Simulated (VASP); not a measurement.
# PtS2 in VASP: relaxation of the atoms with PBE+D3(BJ)

Aim: the relaxation of the atoms of PtS2 with PBE+D3(BJ).

All numbers are computed with VASP 6.6.1; they aren't measurements. Logs are shortened: lines on timing, memory, paths and dates and some standing lists are left out, and cuts for length are marked.

### 1 The cell of the first run

The cell holds a slab with vacuum, 6 atoms: a = 3.542 Å, b = 3.542 Å, c = 22.467 Å, α = 90.00°, β = 90.00°, γ = 120.00°.

### 2 Relaxation of the atoms, PBE+D3(BJ) (layers slid over each other)

Contents of INCAR:

```
SYSTEM = PtS2
  PREC = Accurate
  ENCUT = 450
  EDIFF = 1E-7
  ISMEAR = 0
  SIGMA = 0.05
  LREAL = .FALSE.
  LASPH = .TRUE.
  NELM = 120
  ALGO = Normal
  ISIF = 2
  LWAVE = .FALSE.
  LCHARG = .FALSE.
  LDIPOL = .TRUE.
  IDIPOL = 3
  DIPOL = 0.5 0.5 0.380
  GGA = PE
  IVDW = 12
  IBRION = 2
  NSW = 40
  EDIFFG = -0.003
  GGA_COMPAT = .FALSE.
  NELMIN = 4
  NELMDL = -8
```

Contents of KPOINTS:

```
regular mesh
0
G
  9 9 1
  0 0 0
```

Contents of POSCAR:

```
PtS2
1.0
    3.5415277692      0.0000000000      0.0000000000
   -1.7707638846      3.0670530163      0.0000000000
    0.0000000000      0.0000000000     22.4670602589
S Pt
4 2
Selective dynamics
Direct
    0.6666666667      0.3333333333      0.2002932270  F F F
    0.3333333333      0.6666666667      0.3106171518  F F T
    0.5000000000      1.0000000000      0.4484872168  F F T
    0.1666666667      1.3333333333      0.5588144101  F F T
    0.0000000000      0.0000000000      0.2556512594  F F T
   -0.1666666667      0.6666666667      0.5034568778  F F T
```

Potentials or basis: VASP PAW PBE potentials, release 64 (S, Pt).

On the command line:

```console
cat potpaw_PBE.64/S/POTCAR potpaw_PBE.64/Pt/POTCAR > POTCAR
mpirun -np 1 vasp_std > vasp.out
```

OUTCAR:

```text
SYSTEM = PtS2
   PREC = Accurate
   ENCUT = 450
   EDIFF = 1E-7
   ISMEAR = 0
   LREAL = .FALSE.
   LASPH = .TRUE.
   NELM = 120
   ISIF = 2
   GGA = PE
   IVDW = 12
   IBRION = 2
   NSW = 40
   EDIFFG = -0.003
   NELMIN = 4
   NELMDL = -8
 IVDW          = 12

 ion  position               nearest neighbor table
   1  0.667  0.333  0.200-   5 2.39   5 2.39   5 2.39
   2  0.333  0.667  0.311-   5 2.39   5 2.39   5 2.39
   3  0.500  0.000  0.448-   6 2.39   6 2.39   6 2.39
   4  0.167  0.333  0.559-   6 2.39   6 2.39   6 2.39
   5  0.000  0.000  0.256-   2 2.39   2 2.39   2 2.39   1 2.39   1 2.39   1 2.39
   6  0.833  0.667  0.503-   3 2.39   3 2.39   3 2.39   4 2.39   4 2.39   4 2.39

  LATTYP: Found a hexagonal cell.
 ALAT       =     3.5415277692
 C/A-ratio  =     6.3438893390

  Lattice vectors:

 A1 = (   3.5415277692,   0.0000000000,   0.0000000000)
 A2 = (  -1.7707638846,   3.0670530163,   0.0000000000)
 A3 = (   0.0000000000,   0.0000000000,  22.4670602589)

Analysis of symmetry for initial positions (statically):
=====================================================================
 Subroutine PRICEL returns:
 Original cell was already a primitive cell.

 Routine SETGRP: Setting up the symmetry group for a
 hexagonal supercell.

 Subroutine GETGRP returns: Found  4 space group operations
 (whereof  2 operations were pure point group operations)
 out of a pool of 24 trial point group operations.

The static configuration has the point symmetry C_1h.
 The point group associated with its full space group is C_2h.

Analysis of symmetry for dynamics (positions and initial velocities):
=====================================================================
 Subroutine PRICEL returns:
 Original cell was already a primitive cell.

 Routine SETGRP: Setting up the symmetry group for a
 hexagonal supercell.

 Subroutine GETGRP returns: Found  4 space group operations
 (whereof  2 operations were pure point group operations)
 out of a pool of 24 trial point group operations.

The dynamic configuration has the point symmetry C_1h.
 The point group associated with its full space group is C_2h.

Analysis of constrained symmetry for selective dynamics:
=====================================================================
 Subroutine PRICEL returns:
 Original cell was already a primitive cell.

 Routine SETGRP: Setting up the symmetry group for a
 hexagonal supercell.

 Subroutine GETGRP returns: Found  2 space group operations
 (whereof  2 operations were pure point group operations)
 out of a pool of 24 trial point group operations.

The constrained configuration has the point symmetry C_1h.

 Subroutine INISYM returns: Found  2 space group operations
 (whereof  2 operations are pure point group operations),
 and found     1 'primitive' translations

----------------------------------------------------------------------------------------

                                     Primitive cell

  volume of cell :     244.0384

  direct lattice vectors                    reciprocal lattice vectors
     3.541527769  0.000000000  0.000000000     0.282364015  0.163022940  0.000000000
    -1.770763885  3.067053016  0.000000000     0.000000000  0.326045880  0.000000000
     0.000000000  0.000000000 22.467060259     0.000000000  0.000000000  0.044509606

  length of vectors
     3.541527769  3.541527769 22.467060259     0.326045880  0.326045880  0.044509606

  position of ions in fractional coordinates (direct lattice)
     0.666666667  0.333333333  0.200293227
     0.333333333  0.666666667  0.310617152
     0.500000000  0.000000000  0.448487217
     0.166666667  0.333333333  0.558814410
     0.000000000  0.000000000  0.255651259
     0.833333333  0.666666667  0.503456878

  ion indices of the primitive-cell ions
   primitive index   ion index
                 1           1
                 2           2
                 3           3
                 4           4
                 5           5
                 6           6

----------------------------------------------------------------------------------------

 KPOINTS: regular mesh

Automatic generation of k-mesh.
 Grid dimensions read from file:
 generate k-points for:    9    9    1

 Generating k-lattice:

  Cartesian coordinates                     Fractional coordinates (reciprocal lattice)
     0.031373779  0.018113660  0.000000000     0.111111111  0.000000000  0.000000000
     0.000000000  0.036227320  0.000000000     0.000000000  0.111111111  0.000000000
     0.000000000  0.000000000  0.044509606     0.000000000  0.000000000  1.000000000

  Length of vectors
     0.036227320  0.036227320  0.044509606

  Shift w.r.t. Gamma in fractional coordinates (k-lattice)
     0.000000000  0.000000000  0.000000000

 Subroutine IBZKPT returns following result:
 ===========================================

 Found     25 irreducible k-points:

 Following reciprocal coordinates:
            Coordinates               Weight
  0.000000  0.000000  0.000000      1.000000
  0.111111 -0.000000  0.000000      4.000000
  0.000000  0.111111  0.000000      2.000000
  0.222222 -0.000000  0.000000      4.000000
  0.000000  0.222222  0.000000      2.000000
  0.333333 -0.000000  0.000000      4.000000
[... 16 lines left out ...]
 -0.222222 -0.444444  0.000000      4.000000
  0.444444  0.333333  0.000000      4.000000
   k-points           NKPTS =     25   k-points in BZ     NKDIM =     25   number of bands    NBANDS=     26
   number of dos      NEDOS =    301   number of ions     NIONS =      6
   total plane-waves  NPLWV = 125440
   dimension x,y,z NGX =    28 NGY =   28 NGZ =  160
   dimension x,y,z NGXF=    56 NGYF=   56 NGZF=  320
   ions per type =               4   2
   NGX,Y,Z   is equivalent  to a cutoff of  13.14, 13.14, 11.84 a.u.
   NGXF,Y,Z  is equivalent  to a cutoff of  26.29, 26.29, 23.68 a.u.
 SYSTEM =  PtS2
   PREC   = accura    normal or accurate (medium, high low for compatibility)
   ISTART =      0    job   : 0-new  1-cont  2-samecut
   ICHARG =      2    charge: 1-file 2-atom 10-const
   ISPIN  =      1    spin polarized calculation?
   LNONCOLLINEAR =      F non collinear calculations
   LSORBIT =      F    spin-orbit coupling
   LASPH  =      T    aspherical Exc in radial PAW
   ENCUT  =  450.0 eV  33.07 Ry    5.75 a.u.   6.13  6.13 38.86*2*pi/ulx,y,z
   NELM   =    120;   NELMIN=  4; NELMDL= -8     # of ELM steps
   EDIFF  = 0.1E-06   stopping-criterion for ELM
   LREAL  =      F    real-space projection
   EDIFFG = -.3E-02   stopping-criterion for IOM
   NSW    =     40    number of steps for IOM
   IBRION =      2    ionic relax: 0-MD 1-quasi-New 2-CG
   NFREE  =      1    steps in history (QN), initial steepest desc. (CG)
   ISIF   =      2    stress and relaxation
   ISYM   =      2    0-nonsym 1-usesym 2-fastsym
   POTIM  = 0.5000    time-step for ionic-motion
   TEBEG  =    0.0;   TEEND  =   0.0 temperature during run
   PSTRESS=    0.0 pullay stress
   NELECT =      44.0000    total number of electrons
   NUPDOWN=      -1.0000    fix difference up-down
   EMIN   =  10.00;   EMAX   =-10.00  energy-range for DOS
   EFERMI =   0.00;   METHOD = LEGACY
   ISMEAR =     0;   SIGMA  =   0.05  broadening in eV -4-tet -1-fermi 0-gaus
   EFERMI_NEDOS =   21; number of points for ismear=-14 and -15
   IALGO  =     38    algorithm
   IMIX   =      4    mixing-type and parameters
     AMIX     =   0.40;   BMIX     =  1.00
     AMIX_MAG =   1.60;   BMIX_MAG =  1.00
  volume/ion in A,a.u.               =      40.67       274.48
  Fermi-wavevector in a.u.,A,eV,Ry     =   0.924854  1.747720 11.637800  0.855354
  Thomas-Fermi vector in A             =   2.050645
   LORBIT       =      0    0 simple, 1 ext, 2 COOP (PROOUT), +10 PAW based schemes
   GGA     = PE    functional components
   LHFCALC =     F    Hartree Fock is set to
   AEXX    =    0.0000 exact exchange contribution
   IVDW    =    12    specifies the selected vdW correction
   LEPSILON=     F    determine dielectric tensor
   LRPA    =     F    only Hartree local field effects (RPA)
 conjugate gradient relaxation of ions
 non-spin polarized calculation
 Gauss-broadening in eV      SIGMA  =   0.05
  energy-cutoff  :      450.00
  volume of cell :      244.04
 maximum number of plane-waves:      5340
 NGX is ok and might be reduce to    28
   NGX = 13   NGY = 13   NGZ = 77

--------------------------------------- Ionic step        1  -------------------------------------------

 number of electron      44.0000002 magnetization

 Free energy of the ion-electron system (eV)
  ---------------------------------------------------
  ext. energy  EPLUGINS =         0.00000000
  ---------------------------------------------------
  free energy    TOTEN  =       -30.83123897 eV

  energy without entropy =      -30.83123897  energy(sigma->0) =      -30.83123897

------------------------ aborting loop because EDIFF is reached ----------------------------------------

 Edisp (eV)   -1.95557

 E8    (eV) :    -0.8100
[... 117 lines left out ...]
  FREE ENERGIE OF THE ION-ELECTRON SYSTEM (eV)
  ---------------------------------------------------
  free  energy   TOTEN  =       -32.7872815611 eV

  energy  without entropy=      -32.7872815611  energy(sigma->0) =      -32.78728156

[... ionic steps 4 to 19 ...]

--------------------------------------- Ionic step       20  -------------------------------------------

 number of electron      44.0000002 magnetization

------------------------ aborting loop because EDIFF is reached ----------------------------------------
[... 77 lines left out ...]
  FREE ENERGIE OF THE ION-ELECTRON SYSTEM (eV)
  ---------------------------------------------------
  free  energy   TOTEN  =       -32.7883007660 eV

  energy  without entropy=      -32.7883007660  energy(sigma->0) =      -32.78830077

 dipolmoment           0.000000      0.000000      0.000020 electrons x Angstroem

--------------------------------------- Ionic step       22  -------------------------------------------

 number of electron      44.0000002 magnetization

 dipolmoment           0.000000      0.000000     -0.000045 electrons x Angstroem

 Free energy of the ion-electron system (eV)
  ---------------------------------------------------
  ext. energy  EPLUGINS =         0.00000000
  ---------------------------------------------------
  free energy    TOTEN  =       -30.84579579 eV

  energy without entropy =      -30.84579579  energy(sigma->0) =      -30.84579579

 E-fermi :  -0.1418     XC(G=0):  -5.3867

 val. band max:       -0.3934053347   @ k =  -0.2222   0.1111   0.0000
 cond. band min:       0.8376616733   @ k =   0.2222  -0.0000   0.0000
 fundamental gap:      1.2310670079
 Fermi energy:        -0.1417756481

 k-point     1 :       0.0000    0.0000    0.0000
  band No.  band energies     occupation
      1     -14.9609      2.00000
      2     -14.8814      2.00000
      3     -12.7829      2.00000
      4     -12.6068      2.00000
      5      -6.4261      2.00000
      6      -6.4223      2.00000
[... 685 lines left out ...]
     25       1.6865      0.00000
     26       1.8363      0.00000

 [... further k-points ...]

------------------------ aborting loop because EDIFF is reached ----------------------------------------

 vacuum level on the upper side and lower side of the slab       (xc-potential included)        -0.023        -0.053

 Edisp (eV)   -1.94252

 E8    (eV) :    -0.8046

  FORCE on cell =-STRESS in cart. coord.  units (eV):
  Direction    XX          YY          ZZ          XY          YZ          ZX
  --------------------------------------------------------------------------------------
  -------------------------------------------------------------------------------------
  Total      -0.21994     0.03338    -0.05668     0.00000     0.37026     0.00000
  in kB      -1.44398     0.21917    -0.37212     0.00000     2.43089     0.00000
  external pressure =       -0.53 kB  Pullay stress =        0.00 kB
[... 21 lines left out ...]
  FREE ENERGIE OF THE ION-ELECTRON SYSTEM (eV)
  ---------------------------------------------------
  free  energy   TOTEN  =       -32.7883137895 eV

  energy  without entropy=      -32.7883137895  energy(sigma->0) =      -32.78831379

 reached required accuracy - stopping structural energy minimisation

 vacuum level on the upper side and lower side of the slab         5.471         5.438
```

Wall time 15 min (1 thread of AMD EPYC 9R45 (Zen 5), shared host); peak memory 0.4 GiB.

What came out:

```yaml
Free_energy: -32.7883 eV
Energy_gained_by_relaxing: 0.3 meV/atom
Ionic_steps: 22
Band_gap_on_the_k_mesh: 1.23 eV (least direct gap 1.38 eV)
Dispersion_energy_per_atom: -0.324 eV
```

Step by step:
```tsv
step	energy change (eV)	largest force on free atoms (eV/Å)	pressure (GPa)
1	0.0000	0.0704	-0.12
2	-0.0004	0.0313	-0.05
3	-0.0005	0.0475	0.00
4	-0.0005	0.0506	0.01
5	-0.0006	0.0238	0.03
6	-0.0006	0.0299	0.04
7	-0.0007	0.0164	0.04
8	-0.0007	0.0180	0.04
9	-0.0007	0.0156	0.04
10	-0.0007	0.0257	0.04
11	-0.0007	0.0253	0.04
12	-0.0008	0.0238	0.04
13	-0.0008	0.0210	0.04
14	-0.0009	0.0166	0.04
15	-0.0011	0.0167	0.04
16	-0.0013	0.0329	0.04
17	-0.0014	0.0223	0.01
18	-0.0014	0.0326	-0.04
19	-0.0014	0.0297	-0.02
20	-0.0015	0.0124	-0.06
21	-0.0015	0.0125	-0.06
22	-0.0015	0.0022	-0.05
```

Final structure:
```cif
data_structure
_symmetry_space_group_name_H-M 'P 1'
_symmetry_Int_Tables_number 1
_cell_length_a 3.5415
_cell_length_b 3.5415
_cell_length_c 22.4671
_cell_angle_alpha 90.000
_cell_angle_beta 90.000
_cell_angle_gamma 120.000
_cell_volume 244.04
loop_
_atom_site_label
_atom_site_type_symbol
_atom_site_fract_x
_atom_site_fract_y
_atom_site_fract_z
_atom_site_occupancy
S1 S 0.66667 0.33333 0.20029 1
S2 S 0.33333 0.66667 0.31035 1
S3 S 0.50000 0.00000 0.45145 1
S4 S 0.16667 0.33333 0.56152 1
Pt1 Pt 0.00000 0.00000 0.25550 1
Pt2 Pt 0.83333 0.66667 0.50630 1
```

Caveat: the cell differs from its parent crystal (layers slid over each other); spin-orbit coupling is left out, which moves the levels of the heavy elements.
